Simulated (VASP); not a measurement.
# C in VASP: single point with PBE+D3(BJ)

Aim: the single point of C with PBE+D3(BJ).

Everything below comes from runs of VASP 6.6.1. Logs are shortened: lines on timing, memory, paths and dates and some standing lists are left out, and cuts for length are marked.

## Step 1: The cell of the first run

The cell holds a slab with vacuum, 2 atoms: a = 2.219 Å, b = 2.219 Å, c = 28.000 Å, α = 90.00°, β = 90.00°, γ = 120.00°.

## Step 2: Single point, PBE+D3(BJ)

Input file INCAR:

```
PREC = Accurate
ENCUT = 520
EDIFF = 1E-6
ISMEAR = 0
SIGMA = 0.1
LREAL = F
LASPH = T
NELM = 100
ALGO = Normal
ISIF = 2
LWAVE = F
LCHARG = F
LDIPOL = T
IDIPOL = 3
DIPOL = 0.5 0.5 0.500
GGA = PE
IVDW = 12
NBANDS = 11
```

Input file KPOINTS:

```
Automatic mesh
0
Gamma
  21 21 1
```

Input file POSCAR:

```
C
1.0
    2.2190000000      0.0000000000      0.0000000000
   -1.1095000000      1.9217103710      0.0000000000
    0.0000000000      0.0000000000     28.0000000000
C
2
Direct
    0.3333333333      0.6666666667      0.5076607143
    0.6666666667      0.3333333333      0.4923392857
```

Potentials or basis: VASP PAW PBE potentials, release 64 (C).

Started as:

```sh
> cat potpaw_PBE.64/C/POTCAR > POTCAR
> mpirun -np 1 vasp_std > vasp.out
```

OUTCAR:

```text
PREC = Accurate
   ENCUT = 520
   EDIFF = 1E-6
   ISMEAR = 0
   LREAL = F
   LASPH = T
   NELM = 100
   ISIF = 2
   GGA = PE
   IVDW = 12
 IVDW          = 12

 ion  position               nearest neighbor table
   1  0.333  0.667  0.508-   2 1.35   2 1.35   2 1.35
   2  0.667  0.333  0.492-   1 1.35   1 1.35   1 1.35

  LATTYP: Found a hexagonal cell.
 ALAT       =     2.2190000000
 C/A-ratio  =    12.6182965300

  Lattice vectors:

 A1 = (   2.2190000000,   0.0000000000,   0.0000000000)
 A2 = (  -1.1095000000,   1.9217103710,   0.0000000000)
 A3 = (   0.0000000000,   0.0000000000,  28.0000000000)

Analysis of symmetry for initial positions (statically):
=====================================================================
 Subroutine PRICEL returns:
 Original cell was already a primitive cell.

 Routine SETGRP: Setting up the symmetry group for a
 hexagonal supercell.

 Subroutine GETGRP returns: Found 12 space group operations
 (whereof 12 operations were pure point group operations)
 out of a pool of 24 trial point group operations.

The static configuration has the point symmetry D_3d.

Analysis of symmetry for dynamics (positions and initial velocities):
=====================================================================
 Subroutine PRICEL returns:
 Original cell was already a primitive cell.

 Routine SETGRP: Setting up the symmetry group for a
 hexagonal supercell.

 Subroutine GETGRP returns: Found 12 space group operations
 (whereof 12 operations were pure point group operations)
 out of a pool of 24 trial point group operations.

The dynamic configuration has the point symmetry D_3d.

 Subroutine INISYM returns: Found 12 space group operations
 (whereof 12 operations are pure point group operations),
 and found     1 'primitive' translations

----------------------------------------------------------------------------------------

                                     Primitive cell

  volume of cell :     119.3997

  direct lattice vectors                    reciprocal lattice vectors
     2.219000000  0.000000000  0.000000000     0.450653447  0.260184889  0.000000000
    -1.109500000  1.921710371  0.000000000     0.000000000  0.520369778  0.000000000
     0.000000000  0.000000000 28.000000000     0.000000000  0.000000000  0.035714286

  length of vectors
     2.219000000  2.219000000 28.000000000     0.520369778  0.520369778  0.035714286

  position of ions in fractional coordinates (direct lattice)
     0.333333333  0.666666667  0.507660714
     0.666666667  0.333333333  0.492339286

  ion indices of the primitive-cell ions
   primitive index   ion index
                 1           1
                 2           2

----------------------------------------------------------------------------------------

 KPOINTS: Automatic mesh

Automatic generation of k-mesh.
 Grid dimensions read from file:
 generate k-points for:   21   21    1

 Generating k-lattice:

  Cartesian coordinates                     Fractional coordinates (reciprocal lattice)
     0.021459688  0.012389757  0.000000000     0.047619048  0.000000000  0.000000000
     0.000000000  0.024779513  0.000000000     0.000000000  0.047619048  0.000000000
     0.000000000  0.000000000  0.035714286     0.000000000  0.000000000  1.000000000

  Length of vectors
     0.024779513  0.024779513  0.035714286

  Shift w.r.t. Gamma in fractional coordinates (k-lattice)
     0.000000000  0.000000000  0.000000000

 Subroutine IBZKPT returns following result:
 ===========================================

 Found     48 irreducible k-points:

 Following reciprocal coordinates:
            Coordinates               Weight
  0.000000  0.000000  0.000000      1.000000
  0.047619 -0.000000  0.000000      6.000000
  0.095238 -0.000000  0.000000      6.000000
  0.142857  0.000000  0.000000      6.000000
  0.190476 -0.000000  0.000000      6.000000
  0.238095 -0.000000  0.000000      6.000000
[... 16 lines left out ...]
  0.142857  0.095238  0.000000     12.000000
  0.190476  0.095238  0.000000     12.000000
 [... further k-points ...]
   k-points           NKPTS =     48   k-points in BZ     NKDIM =     48   number of bands    NBANDS=     11
   number of dos      NEDOS =    301   number of ions     NIONS =      2
   total plane-waves  NPLWV =  68040
   dimension x,y,z NGX =    18 NGY =   18 NGZ =  210
   dimension x,y,z NGXF=    36 NGYF=   36 NGZF=  420
   ions per type =               2
   NGX,Y,Z   is equivalent  to a cutoff of  13.49, 13.49, 12.47 a.u.
   NGXF,Y,Z  is equivalent  to a cutoff of  26.97, 26.97, 24.94 a.u.
 SYSTEM =  unknown system
   PREC   = accura    normal or accurate (medium, high low for compatibility)
   ISTART =      0    job   : 0-new  1-cont  2-samecut
   ICHARG =      2    charge: 1-file 2-atom 10-const
   ISPIN  =      1    spin polarized calculation?
   LNONCOLLINEAR =      F non collinear calculations
   LSORBIT =      F    spin-orbit coupling
   LASPH  =      T    aspherical Exc in radial PAW
   ENCUT  =  520.0 eV  38.22 Ry    6.18 a.u.   4.13  4.13 52.06*2*pi/ulx,y,z
   NELM   =    100;   NELMIN=  2; NELMDL= -5     # of ELM steps
   EDIFF  = 0.1E-05   stopping-criterion for ELM
   LREAL  =      F    real-space projection
   EDIFFG = 0.1E-04   stopping-criterion for IOM
   NSW    =      0    number of steps for IOM
   IBRION =     -1    ionic relax: 0-MD 1-quasi-New 2-CG
   NFREE  =      0    steps in history (QN), initial steepest desc. (CG)
   ISIF   =      2    stress and relaxation
   ISYM   =      2    0-nonsym 1-usesym 2-fastsym
   POTIM  = 0.5000    time-step for ionic-motion
   TEBEG  =    0.0;   TEEND  =   0.0 temperature during run
   PSTRESS=    0.0 pullay stress
   NELECT =       8.0000    total number of electrons
   NUPDOWN=      -1.0000    fix difference up-down
   EMIN   =  10.00;   EMAX   =-10.00  energy-range for DOS
   EFERMI =   0.00;   METHOD = LEGACY
   ISMEAR =     0;   SIGMA  =   0.10  broadening in eV -4-tet -1-fermi 0-gaus
   EFERMI_NEDOS =   21; number of points for ismear=-14 and -15
   IALGO  =     38    algorithm
   IMIX   =      4    mixing-type and parameters
     AMIX     =   0.40;   BMIX     =  1.00
     AMIX_MAG =   1.60;   BMIX_MAG =  1.00
  volume/ion in A,a.u.               =      59.70       402.87
  Fermi-wavevector in a.u.,A,eV,Ry     =   0.664922  1.256520  6.015417  0.442121
  Thomas-Fermi vector in A             =   1.738758
   LORBIT       =      0    0 simple, 1 ext, 2 COOP (PROOUT), +10 PAW based schemes
   GGA     = PE    functional components
   LHFCALC =     F    Hartree Fock is set to
   AEXX    =    0.0000 exact exchange contribution
   IVDW    =    12    specifies the selected vdW correction
   LEPSILON=     F    determine dielectric tensor
   LRPA    =     F    only Hartree local field effects (RPA)
 non-spin polarized calculation
 Gauss-broadening in eV      SIGMA  =   0.10
  energy-cutoff  :      520.00
  volume of cell :      119.40
 maximum number of plane-waves:      3258
 NGX is ok and might be reduce to    18
   NGX =  9   NGY =  9   NGZ =105

 number of electron       8.0000001 magnetization

 dipolmoment           0.000000      0.000000     -0.000000 electrons x Angstroem

 Free energy of the ion-electron system (eV)
  ---------------------------------------------------
  ext. energy  EPLUGINS =         0.00000000
  ---------------------------------------------------
  free energy    TOTEN  =       -15.35120144 eV

  energy without entropy =      -15.35068970  energy(sigma->0) =      -15.35094557

 E-fermi :  -2.2803     XC(G=0):  -1.7017

 val. band max:       -2.2802572322   @ k =   0.3333   0.3333   0.0000
 cond. band min:      -2.2802572298   @ k =   0.3333   0.3333   0.0000
 fundamental gap:      0.0000000024
 Fermi energy:        -2.2802572320

 k-point     1 :       0.0000    0.0000    0.0000
  band No.  band energies     occupation
      1     -23.7880      2.00000
      2     -11.5770      2.00000
      3      -2.7483      2.00000
      4      -2.7483      2.00000
      5      -1.2131      0.00000
      6       0.9647      0.00000
      7       1.2125      0.00000
      8       1.6194      0.00000
      9       1.6827      0.00000
     10       2.6252      0.00000
     11       2.6329      0.00000

 k-point     2 :       0.0476   -0.0000    0.0000
  band No.  band energies     occupation
      1     -23.7216      2.00000
      2     -11.5030      2.00000
      3      -3.0392      2.00000
      4      -2.9171      2.00000
      5      -1.1396      0.00000
      6       1.0574      0.00000
      7       1.3045      0.00000
      8       1.7119      0.00000
      9       1.7723      0.00000
     10       2.7176      0.00000
     11       2.7199      0.00000

 k-point     3 :       0.0952   -0.0000    0.0000
  band No.  band energies     occupation
      1     -23.5226      2.00000
      2     -11.2832      2.00000
      3      -3.8463      2.00000
      4      -3.3712      2.00000
      5      -0.9223      0.00000
      6       1.3341      0.00000
      7       1.5803      0.00000
      8       1.9887      0.00000
      9       2.0406      0.00000
     10       2.9794      0.00000
     11       2.9941      0.00000
[... 267 lines left out ...]
 k-point    23 :       0.1429    0.0952    0.0000
  band No.  band energies     occupation
      1     -22.5305      2.00000
      2     -10.2647      2.00000
      3      -6.5200      2.00000
      4      -5.4571      2.00000
      5       0.0595      0.00000
      6       2.7066      0.00000
      7       2.9556      0.00000
      8       3.3583      0.00000
      9       3.3693      0.00000
     10       4.2347      0.00000
     11       4.3711      0.00000

 k-point    24 :       0.1905    0.0952    0.0000
  band No.  band energies     occupation
      1     -21.9382      2.00000
      2      -9.8534      2.00000
      3      -7.6903      2.00000
      4      -6.2028      2.00000
      5       0.5149      0.00000
      6       3.5246      0.00000
      7       3.7720      0.00000
      8       4.1100      0.00000
      9       4.1960      0.00000
     10       4.9318      0.00000
     11       5.1942      0.00000

 [... further k-points ...]

------------------------ aborting loop because EDIFF is reached ----------------------------------------

 vacuum level on the upper side and lower side of the slab       (xc-potential included)        -0.010        -0.010

 Edisp (eV)   -0.16512

 E8    (eV) :    -0.0516

  FORCE on cell =-STRESS in cart. coord.  units (eV):
  Direction    XX          YY          ZZ          XY          YZ          ZX
  --------------------------------------------------------------------------------------
  -------------------------------------------------------------------------------------
  Total      15.11579    15.11579    -2.90858     0.00000     0.00000    -0.00000
  in kB     202.83284   202.83284   -39.02903     0.00000     0.00000    -0.00000
  external pressure =      122.21 kB  Pullay stress =        0.00 kB

 VOLUME and BASIS-vectors are now :
 -----------------------------------------------------------------------------
  energy-cutoff  :      520.00
  volume of cell :      119.40
      direct lattice vectors                 reciprocal lattice vectors
     2.219000000  0.000000000  0.000000000     0.450653447  0.260184889  0.000000000
    -1.109500000  1.921710371  0.000000000     0.000000000  0.520369778  0.000000000
     0.000000000  0.000000000 28.000000000     0.000000000  0.000000000  0.035714286

 POSITION                                       TOTAL-FORCE (eV/Angst)
 -----------------------------------------------------------------------------------
     -0.00000      1.28114     14.21450         0.000000      0.000000     -6.743286
      1.10950      0.64057     13.78550        -0.000000     -0.000000      6.743286
 -----------------------------------------------------------------------------------
    total drift:                                0.000000      0.000000     -0.000000

  FREE ENERGIE OF THE ION-ELECTRON SYSTEM (eV)
  ---------------------------------------------------
  free  energy   TOTEN  =       -15.5163243011 eV

  energy  without entropy=      -15.5158125645  energy(sigma->0) =      -15.51606843

 vacuum level on the upper side and lower side of the slab         1.200         1.200
```

It took 2.8 min on 1 thread of AMD EPYC 7R43 (Zen 3), shared host; peak memory 0.2 GiB.

Results:

* Free energy: -15.5163 eV
* Largest force: 6.743 eV/Å
* Band gap on the k mesh: zero (filled and empty bands touch)
* Dispersion energy per atom: -0.083 eV

Forces in eV/Å, atoms in the order of the input:
```
C    0.000  0.000 -6.743
C    0.000  0.000  6.743
```
